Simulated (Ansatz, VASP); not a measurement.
# Pb in VASP and in Ansatz

INCAR

```
PREC = Accurate ; ENCUT = 520
EDIFF = 1E-6 ; ISMEAR = -1
SIGMA = 0.1 ; LREAL = False
LASPH = True ; NELM = 100
ALGO = Normal ; ISIF = 2
LWAVE = False ; LCHARG = False
GGA = CA ; NBANDS = 21
```

File KPOINTS:

```
Automatic mesh
0
Gamma
  12 12 7
```

Contents of POSCAR:

```
Pb
1.0
    3.2934558255      0.0000000000      0.0000000000
   -1.6467279128      2.8522164111      0.0000000000
    0.0000000000      0.0000000000      5.4079674098
Pb
2
Direct
    0.3333333333      0.6666666667      0.2500000000
    0.6666666667      0.3333333333      0.7500000000
```

Input for Ansatz:

```yaml
crystal:
  lattice:
    - [3.2934558255, 0.0, 0.0]
    - [-1.6467279128, 2.8522164111, 0.0]
    - [0.0, 0.0, 5.4079674098]
  atoms:
    - { symbol: Pb, position: [0.3333333333, 0.6666666667, 0.25] }
    - { symbol: Pb, position: [0.6666666667, 0.3333333333, 0.75] }
hamiltonian:
  xc: lda
  pseudopotentials:
    kind: paw
    azcp:
      Pb: "pseudopotentials/Pb.paw.azcp"
basis:
  ecutwfc: 420
  fft_grid_basis: typed
kpoints:
  mp_grid: { grid: [12, 12, 7], shift: [0, 0, 0] }
magnetization:
  spin_polarized: false
scf:
  occupations: { method: fermi_dirac, width: 0.1 }
  lower_state_search: "off"
output:
  stress: true
```

Alike in both runs: task single point; functional LDA; k mesh 12 × 12 × 7; occupations fermi-dirac, width 0.1 eV; no spin polarisation.

```csv
,VASP,Ansatz
version,VASP 6.6.1,Ansatz 0.2.0
potentials or method,"VASP PAW LDA potentials, release 64 (Pb_d), cutoff 520 eV","plane waves (420 eV) with PAW, scalar-relativistic"
valence electrons in the cell,28,28
```

VASP gave:

| Item | Value |
| --- | --- |
| pressure (GPa) | 9.5 |
| traceless stress, the component that is largest in VASP (GPa) | -0.77 |

Task: Estimate Ansatz's values.

Result: Pressure (GPa): 9.4; traceless stress, the component that is largest in VASP (GPa): -0.70.

Ansatz warns that its potentials were made for another functional, while VASP's fit it. LDA's correlation is that of Perdew and Zunger in VASP and of Perdew and Wang (1992) in Ansatz.

Neither program's run includes spin-orbit coupling.
